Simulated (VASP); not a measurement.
Set up this calculation in VASP 6.6.1, as the native input.

```yaml
Task: single point
Functional: LDA
Potentials_or_basis: VASP PAW LDA potentials, release 64 (Ti_sv, Os)
Cutoff: 520 eV
k_mesh: 8 × 8 × 8
Occupations: fermi-dirac, width 0.05 eV
Spin: no spin polarisation
Dipole_correction: no
Further_INCAR_settings: ALGO = Normal; EDIFF = 1e-07; NBANDS = 17
```

The structure of TiOs lies in POSCAR:

```
TiOs
1.0
    3.0800000000      0.0000000000      0.0000000000
    0.0000000000      3.0800000000      0.0000000000
    0.0000000000      0.0000000000      3.0800000000
Ti Os
1 1
Direct
    0.5000000000      0.5324675325      0.5000000000
    0.0000000000      0.0000000000      0.0000000000
```

One way to write it, as run:

INCAR

```
PREC = Accurate ; ENCUT = 520
EDIFF = 1E-7 ; ISMEAR = -1
SIGMA = 0.05 ; LREAL = False
LASPH = True ; NELM = 80
ALGO = Normal ; ISIF = 2
LWAVE = False ; LCHARG = False
NBANDS = 17
```

KPOINTS

```
Automatic mesh
0
Gamma
  8 8 8
```

Potentials or basis: VASP PAW LDA potentials, release 64 (Ti_sv, Os).

Launch:

```bash
$ cat potpaw_LDA.64/Ti_sv/POTCAR potpaw_LDA.64/Os/POTCAR > POTCAR
$ mpirun -np 1 vasp_std > vasp.out
```

It gave:

* Pressure: -9.3 GPa
* Largest force: 0.666 eV/Å
* Band gap on the k mesh: zero (bands 10 and 11 overlap by 1.33 eV)

Caveat: the cell stands under tension; spin-orbit coupling is left out, which moves the levels of the heavy elements.

Run time: 54 s on 1 thread of AMD EPYC 7571, with other jobs on the host, peak memory 0.12 GiB.
